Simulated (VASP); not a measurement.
# Zn (P6_3/mmc) in VASP: single point with PBE

Aim: the single point of Zn with PBE.

Program: VASP 6.6.1. These are calculated values, not measurements. Logs are shortened: lines on timing, memory, paths and dates and some standing lists are left out, and cuts for length are marked.

## 1. The cell of the first run

It takes space group P6_3/mmc (No. 194, hexagonal). Conventional cell: a = 2.622 Å, b = 2.622 Å, c = 4.983 Å, α = 90.00°, β = 90.00°, γ = 120.00°. Zn (site symmetry -6m2) has 12 Zn at 2.62 to 2.92 Å within 3.5 Å.

## 2. Single point, PBE, non-collinear spin, zero start, spin-orbit coupling

INCAR reads:

```
ALGO = Normal ; EDIFF = 1E-7
ENCUT = 520 ; GGA = PE
GGA_COMPAT = F ; ISIF = 2
ISMEAR = 0 ; LASPH = T
LCHARG = F ; LORBIT = 11
LORBMOM = T ; LREAL = F
LSORBIT = T ; LWAVE = F
MAGMOM = 0 0 0 0 0 0 ; NBANDS = 36
NELM = 150 ; PREC = Accurate
SIGMA = 0.05
```

KPOINTS reads:

```
k-points
0
Gamma
  18 18 10
```

POSCAR reads:

```
Zn
1.0
    2.6224483366      0.0000000000      0.0000000000
   -1.3112241683      2.2711068796      0.0000000000
    0.0000000000      0.0000000000      4.9826435716
Zn
2
Direct
    0.3333333333      0.6666666667      0.7500000000
    0.6666666667      0.3333333333      0.2500000000
```

Potentials or basis: VASP PAW PBE potentials, release 64 (Zn).

Command:

```console
$ cat potpaw_PBE.64/Zn/POTCAR > POTCAR
$ mpirun -np 1 vasp_ncl > vasp.out
```

OUTCAR:

```text
EDIFF = 1E-7
   ENCUT = 520
   GGA = PE
   ISIF = 2
   ISMEAR = 0
   LASPH = T
   LORBIT = 11
   LREAL = F
   LSORBIT = T
   NELM = 150
   PREC = Accurate

 ion  position               nearest neighbor table
   1  0.333  0.667  0.750-   2 2.92   2 2.92   2 2.92   2 2.92   2 2.92   2 2.92
   2  0.667  0.333  0.250-   1 2.92   1 2.92   1 2.92   1 2.92   1 2.92   1 2.92

  LATTYP: Found a hexagonal cell.
 ALAT       =     2.6224483366
 C/A-ratio  =     1.8999968472

  Lattice vectors:

 A1 = (   2.6224483366,   0.0000000000,   0.0000000000)
 A2 = (  -1.3112241683,   2.2711068796,   0.0000000000)
 A3 = (   0.0000000000,   0.0000000000,   4.9826435716)

Analysis of symmetry for initial positions (statically):
=====================================================================
 Subroutine PRICEL returns:
 Original cell was already a primitive cell.

 Routine SETGRP: Setting up the symmetry group for a
 hexagonal supercell.

 Subroutine GETGRP returns: Found 24 space group operations
 (whereof 12 operations were pure point group operations)
 out of a pool of 24 trial point group operations.

The static configuration has the point symmetry D_3d.
 The point group associated with its full space group is D_6h.

Analysis of symmetry for dynamics (positions and initial velocities):
=====================================================================
 Subroutine PRICEL returns:
 Original cell was already a primitive cell.

 Routine SETGRP: Setting up the symmetry group for a
 hexagonal supercell.

 Subroutine GETGRP returns: Found 24 space group operations
 (whereof 12 operations were pure point group operations)
 out of a pool of 24 trial point group operations.

The dynamic configuration has the point symmetry D_3d.
 The point group associated with its full space group is D_6h.

Analysis of structural, dynamic, and magnetic symmetry:
=====================================================================
 Subroutine PRICEL returns:
 Original cell was already a primitive cell.

 Routine SETGRP: Setting up the symmetry group for a
 hexagonal supercell.

 Subroutine GETGRP returns: Found 24 space group operations
 (whereof 12 operations were pure point group operations)
 out of a pool of 24 trial point group operations.

The overall configuration has the point symmetry D_3d.
 The point group associated with its full space group is D_6h.

 Subroutine INISYM returns: Found 24 space group operations
 (whereof 12 operations are pure point group operations),
 and found     1 'primitive' translations

----------------------------------------------------------------------------------------

                                     Primitive cell

  volume of cell :      29.6759

  direct lattice vectors                    reciprocal lattice vectors
     2.622448337  0.000000000  0.000000000     0.381323051  0.220156966  0.000000000
    -1.311224168  2.271106880  0.000000000     0.000000000  0.440313932  0.000000000
     0.000000000  0.000000000  4.982643572     0.000000000  0.000000000  0.200696675

  length of vectors
     2.622448337  2.622448337  4.982643572     0.440313932  0.440313932  0.200696675

  position of ions in fractional coordinates (direct lattice)
     0.333333333  0.666666667  0.750000000
     0.666666667  0.333333333  0.250000000

  ion indices of the primitive-cell ions
   primitive index   ion index
                 1           1
                 2           2

----------------------------------------------------------------------------------------

 KPOINTS: k-points

Automatic generation of k-mesh.
 Grid dimensions read from file:
 generate k-points for:   18   18   10

 Generating k-lattice:

[... 100 lines left out ...]

 number of electron      24.0000036 magnetization      -0.0000000     -0.0000000     -0.0000000

 number of electron      24.0000036 magnetization       0.0000000      0.0000000      0.0000000

 number of electron      24.0000036 magnetization       0.0000000     -0.0000000      0.0000000

 Free energy of the ion-electron system (eV)
  ---------------------------------------------------
  ext. energy  EPLUGINS =         0.00000000
  ---------------------------------------------------
  free energy    TOTEN  =        -2.22390517 eV

  energy without entropy =       -2.22352944  energy(sigma->0) =       -2.22371731

 E-fermi :   3.2853     XC(G=0): -11.6760

 val. band max:        3.2772073854   @ k =   0.3333   0.2778   0.5000
 cond. band min:       3.2878969495   @ k =   0.3333   0.2778   0.5000
 fundamental gap:      0.0106895641
 Fermi energy:         3.2852592116

 k-point     1 :       0.0000    0.0000    0.0000
  band No.  band energies     occupation
      1      -7.3187      1.00000
      2      -7.3187      1.00000
      3      -5.5076      1.00000
      4      -5.5076      1.00000
      5      -4.7919      1.00000
      6      -4.7919      1.00000
[... 925 lines left out ...]
     35      16.5546      0.00000
     36      16.5546      0.00000

 [... further k-points ...]

------------------------ aborting loop because EDIFF is reached ----------------------------------------

  FORCE on cell =-STRESS in cart. coord.  units (eV):
  Direction    XX          YY          ZZ          XY          YZ          ZX
  --------------------------------------------------------------------------------------
  -------------------------------------------------------------------------------------
  Total        0.4499192      0.4499192      0.4250806      0.0000000      0.0000000      0.0000000
  in kB       24.2907442     24.2907442     22.9497268      0.0000000      0.0000000      0.0000000
  external PRESSURE =      23.8437384 kB  Pullay stress =       0.0000000 kB

 VOLUME and BASIS-vectors are now :
 -----------------------------------------------------------------------------
  energy-cutoff  :      520.00
  volume of cell :       29.68
      direct lattice vectors                 reciprocal lattice vectors
     2.622448337  0.000000000  0.000000000     0.381323051  0.220156966  0.000000000
    -1.311224168  2.271106880  0.000000000     0.000000000  0.440313932  0.000000000
     0.000000000  0.000000000  4.982643572     0.000000000  0.000000000  0.200696675

 POSITION                                       TOTAL-FORCE (eV/Angst)
 -----------------------------------------------------------------------------------
     -0.00000      1.51407      3.73698        -0.000000      0.000000      0.000000
      1.31122      0.75704      1.24566         0.000000     -0.000000      0.000000
 -----------------------------------------------------------------------------------
    total drift:                               -0.000000      0.000000     -0.000000

  FREE ENERGIE OF THE ION-ELECTRON SYSTEM (eV)
  ---------------------------------------------------
  free  energy   TOTEN  =        -2.2239051708 eV

  energy  without entropy=       -2.2235294395  energy(sigma->0) =       -2.22371731

 orbital moment (x)

 # of ion     p       d       tot
 ----------------------------------------
  1        -0.000   0.000   0.000
  2         0.000   0.000   0.000
 ----------------------------------------
           -0.000   0.000   0.000

 orbital moment (y)

 # of ion     p       d       tot
 ----------------------------------------
  1         0.000  -0.000  -0.000
  2         0.000   0.000   0.000
 ----------------------------------------
            0.000   0.000   0.000

 orbital moment (z)

 # of ion     p       d       tot
 ----------------------------------------
  1         0.000   0.000   0.000
  2         0.000   0.000   0.000
 ----------------------------------------
            0.000   0.000   0.000

 Spin-Orbit-Coupling matrix elements

 Ion:    1  E_soc:     -0.0089838
 l=   1
     0.0000000    -0.0004253    -0.0004791
    -0.0004253     0.0000000    -0.0004253
    -0.0004791    -0.0004253     0.0000000
 l=   2
     0.0000000    -0.0002129     0.0000000    -0.0002129    -0.0008843
    -0.0002129     0.0000000    -0.0006113    -0.0002039    -0.0002129
     0.0000000    -0.0006113     0.0000000    -0.0006113     0.0000000
    -0.0002129    -0.0002039    -0.0006113     0.0000000    -0.0002129
    -0.0008843    -0.0002129     0.0000000    -0.0002129     0.0000000
 l=   3
     0.0000000     0.0000000     0.0000000     0.0000000     0.0000000     0.0000000     0.0000000
     0.0000000     0.0000000     0.0000000     0.0000000     0.0000000     0.0000000     0.0000000
     0.0000000     0.0000000     0.0000000     0.0000000     0.0000000     0.0000000     0.0000000
     0.0000000     0.0000000     0.0000000     0.0000000     0.0000000     0.0000000     0.0000000
     0.0000000     0.0000000     0.0000000     0.0000000     0.0000000     0.0000000     0.0000000
     0.0000000     0.0000000     0.0000000     0.0000000     0.0000000     0.0000000     0.0000000
     0.0000000     0.0000000     0.0000000     0.0000000     0.0000000     0.0000000     0.0000000

 Ion:    2  E_soc:     -0.0089838
 l=   1
     0.0000000    -0.0004253    -0.0004791
    -0.0004253     0.0000000    -0.0004253
    -0.0004791    -0.0004253     0.0000000
 l=   2
     0.0000000    -0.0002129     0.0000000    -0.0002129    -0.0008843
    -0.0002129     0.0000000    -0.0006113    -0.0002039    -0.0002129
     0.0000000    -0.0006113     0.0000000    -0.0006113     0.0000000
    -0.0002129    -0.0002039    -0.0006113     0.0000000    -0.0002129
    -0.0008843    -0.0002129     0.0000000    -0.0002129     0.0000000
 l=   3
     0.0000000     0.0000000     0.0000000     0.0000000     0.0000000     0.0000000     0.0000000
     0.0000000     0.0000000     0.0000000     0.0000000     0.0000000     0.0000000     0.0000000
     0.0000000     0.0000000     0.0000000     0.0000000     0.0000000     0.0000000     0.0000000
     0.0000000     0.0000000     0.0000000     0.0000000     0.0000000     0.0000000     0.0000000
     0.0000000     0.0000000     0.0000000     0.0000000     0.0000000     0.0000000     0.0000000
     0.0000000     0.0000000     0.0000000     0.0000000     0.0000000     0.0000000     0.0000000
     0.0000000     0.0000000     0.0000000     0.0000000     0.0000000     0.0000000     0.0000000

 total charge

# of ion       s       p       d       tot
------------------------------------------
    1        0.598   0.469   9.721  10.788
    2        0.598   0.469   9.721  10.788
--------------------------------------------------
tot          1.197   0.937  19.443  21.577

 magnetization (x)

# of ion       s       p       d       tot
------------------------------------------
    1        0.000   0.000  -0.000  -0.000
    2        0.000   0.000  -0.000  -0.000
--------------------------------------------------
tot          0.000   0.000  -0.000  -0.000

 magnetization (y)

# of ion       s       p       d       tot
------------------------------------------
    1       -0.000  -0.000   0.000  -0.000
    2        0.000  -0.000   0.000  -0.000
--------------------------------------------------
tot          0.000  -0.000   0.000  -0.000

 magnetization (z)

# of ion       s       p       d       tot
------------------------------------------
    1        0.000   0.000   0.000   0.000
    2        0.000   0.000   0.000   0.000
--------------------------------------------------
tot          0.000   0.000   0.000   0.000
```

It took 4 min on 1 thread of Oxide Virtual Turin-like, shared host; peak memory 0.4 GiB.

Results:

| Quantity | Value |
| --- | --- |
| Free energy | -2.2239 eV |
| Pressure | 2.4 GPa |
| Net moment | 0.00 μB per cell |
| Valence electrons inside the program's atomic spheres | Zn 10.79 |

Stress tensor (GPa, compression positive):
```
2.43 0.00 0.00
0.00 2.43 0.00
0.00 0.00 2.29
```

Moments on the atoms (μB; x, y, z):
```
Zn  0.00 0.00 0.00
Zn  0.00 0.00 0.00
```
